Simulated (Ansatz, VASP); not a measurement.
**Two plane-wave programs on Mo**

File INCAR:

```
SYSTEM = Mo
  PREC = Accurate
  ENCUT = 520
  EDIFF = 1E-7
  ISMEAR = 0
  SIGMA = 0.15
  LREAL = .False.
  LASPH = .True.
  NELM = 60
  ALGO = Fast
  ISIF = 2
  LWAVE = .False.
  LCHARG = .False.
  GGA = PS
  NBANDS = 13
```

KPOINTS

```
Automatic mesh
0
Gamma
  26 26 26
  0 0 0
```

Contents of POSCAR:

```
Mo
1.0
   -1.6037697628      1.6037697628      1.5255370914
    1.6037697628     -1.6037697628      1.5255370914
    1.6037697628      1.6037697628     -1.5255370914
Mo
1
Direct
    0.0000000000      0.0000000000      0.0000000000
```

Input for Ansatz:

```yaml
crystal:
  lattice:
    - [-1.6037697628, 1.6037697628, 1.5255370914]
    - [1.6037697628, -1.6037697628, 1.5255370914]
    - [1.6037697628, 1.6037697628, -1.5255370914]
  atoms:
    - { symbol: Mo, position: [0.0, 0.0, 0.0] }
basis:
  ecutwfc: 420
kpoints:
  mp_grid: { grid: [26, 26, 26] }
hamiltonian:
  xc: pbesol
scf:
  occupations: { method: gaussian, width: 0.15 }
output:
  forces: true
  stress: true
  eigenvalues: true
```

Change from the starting cell: strain +0.025 along x and y, -0.025 along z, atoms carried along.

Alike in both runs: task single point; functional PBEsol; k mesh 26 × 26 × 26; occupations gaussian, width 0.15 eV; no spin polarisation.

```csv
,VASP,Ansatz
version,VASP 6.6.1,Ansatz 0.2.0
potentials or method,"VASP PAW PBE potentials, release 64 (Mo_sv), cutoff 520 eV","scalar-relativistic, plane waves, PAW"
valence electrons in the cell,14,14
```

|  | VASP | Ansatz | Ansatz less VASP |
| --- | --- | --- | --- |
| gap on the k mesh at the Fermi level (eV) | none | none | - |
| pressure (GPa) | -5.5 | -6.0 | -0.50 |
| traceless stress, the component that is largest in VASP (GPa) | 10.36 | 10.36 | -0.003 |

VASP's potentials were made for PBE, not for PBEsol. A gap of «none» marks a metal or a gap that the smearing closes. With one functional, cell and mesh, what is left measures potentials, basis and numerics.
